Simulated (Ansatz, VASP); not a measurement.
**Au: VASP beside Ansatz**

```
Au
1.0
    -1.65231    1.65231    1.65231
     1.65231   -1.65231    1.65231
     1.65231    1.65231   -1.65231
Au
1
Direct
  0.00000 0.00000 0.00000
```

Alike in both runs: task single point; functional r2SCAN; k mesh 18 × 18 × 18; occupations gaussian, width 0.05 eV; no spin polarisation.

```csv
,VASP,Ansatz
version,VASP 6.6.1,Ansatz 0.2.0
potentials or method,"VASP PAW PBE potentials, release 64 (Au), cutoff 520 eV","scalar-relativistic, plane waves, PAW"
valence electrons in the cell,11,19
```

```tsv
	VASP	Ansatz	Ansatz less VASP
pressure (GPa)	-3.6	-3.8	-0.23
```

VASP's potentials were made for PBE, not for r2SCAN. VASP's potentials hold 11 valence electrons a cell and Ansatz's 19, so a difference there can come from the potentials and not from the codes.

Neither program's run includes spin-orbit coupling.
